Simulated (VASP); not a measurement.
SnSe:

```
Sn Se
1.0
    11.18687    0.00000    0.00000
     0.00000    4.10447    0.00000
     0.00000    0.00000    4.36895
Sn Se
4 4
Direct
  0.87700 0.75000 0.90900
  0.62300 0.25000 0.40900
  0.37700 0.75000 0.59100
  0.12300 0.25000 0.09100
  0.64300 0.75000 0.98400
  0.85700 0.25000 0.48400
  0.14300 0.75000 0.51600
  0.35700 0.25000 0.01600
```

Base run:

* Program: VASP 6.6.1
* Functional: PBE
* Potentials or basis: VASP PAW PBE potentials, release 64 (Sn_d, Se)
* Cutoff: 520 eV
* k mesh: 3 × 6 × 6
* Occupations: fermi-dirac, width 0.05 eV
* Spin: no spin polarisation

Its results: band gap on the k mesh 0.53 eV (least direct gap 0.72 eV); pressure 6.5 GPa; largest force 0.733 eV/Å.

**Question.** The run is repeated on the same cell with these changes: functional from PBE to PBE exchange alone; further incar settings from ALGO = Normal; EDIFF = 1e-07; NBANDS = 50 to ALGO = Normal; EDIFF = 1e-06; NBANDS = 50. What comes out?

**Answer.** Band gap on the k mesh 0.64 eV (least direct gap 0.82 eV); pressure 17.6 GPa; largest force 1.028 eV/Å.

Caveats: the cell stands under pressure; spin-orbit coupling is left out, which moves the levels of the heavy elements; an odd mesh through Γ misses points on the zone boundary, where band edges can lie; forces of over 1 eV/Å act on the atoms, so gaps and moduli don't describe the material at rest (at least some runs).
